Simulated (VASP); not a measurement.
Set up this calculation in VASP 6.6.1, as the native input.

- Task: single point
- Functional: LDA
- Potentials or basis: VASP PAW LDA potentials, release 64 (Zr_sv, Os)
- Cutoff: 520 eV
- k mesh: 13 × 13 × 13
- Occupations: fermi-dirac, width 0.03 eV
- Spin: no spin polarisation
- Dipole correction: no
- Further INCAR settings: ALGO = Normal; EDIFF = 1e-07; NBANDS = 17

The structure of ZrOs lies in POSCAR:

```
ZrOs
1.0
    3.2846099013      0.0000000000      0.0000000000
    0.0000000000      3.2846099013      0.0000000000
    0.0000000000      0.0000000000      3.2846099013
Zr Os
1 1
Direct
    0.5000000000      0.5000000000      0.5000000000
    0.0000000000      0.0000000000      0.0000000000
```

The input as run:

INCAR

```
SYSTEM = ZrOs
PREC     = Accurate       ! precision mode
ENCUT    = 520            ! plane-wave cutoff, eV
EDIFF    = 1E-7           ! SCF threshold, eV
ISMEAR   = -1             ! smearing method
SIGMA    = 0.03           ! smearing width, eV
LREAL    = .FALSE.        ! projectors in reciprocal space
LASPH    = .TRUE.         ! aspherical terms in the spheres
NELM     = 100            ! most SCF steps
ALGO     = Normal         ! electronic algorithm
ISIF     = 2              ! what is computed and relaxed
LWAVE    = .FALSE.        ! write WAVECAR
LCHARG   = .FALSE.        ! write CHGCAR
GGA      = CA             ! functional
NBANDS   = 17             ! bands
```

KPOINTS

```
Automatic mesh
0
G
  13 13 13
  0 0 0
```

Potentials or basis: VASP PAW LDA potentials, release 64 (Zr_sv, Os).

The run is started by

```bash
$ cat potpaw_LDA.64/Zr_sv/POTCAR potpaw_LDA.64/Os/POTCAR > POTCAR
$ mpirun -np 1 vasp_std > vasp.out
```

Results of the run:

```yaml
Pressure: -11.1 GPa
Band_gap_on_the_k_mesh: zero (bands 10 and 11 overlap by 0.97 eV)
```

Caveat: the cell stands under tension; spin-orbit coupling is left out, which moves the levels of the heavy elements.

It took 11 s on 1 thread of Intel(R) Xeon(R) 6975P-C (Granite Rapids), on a shared host, peak memory 0.17 GiB.
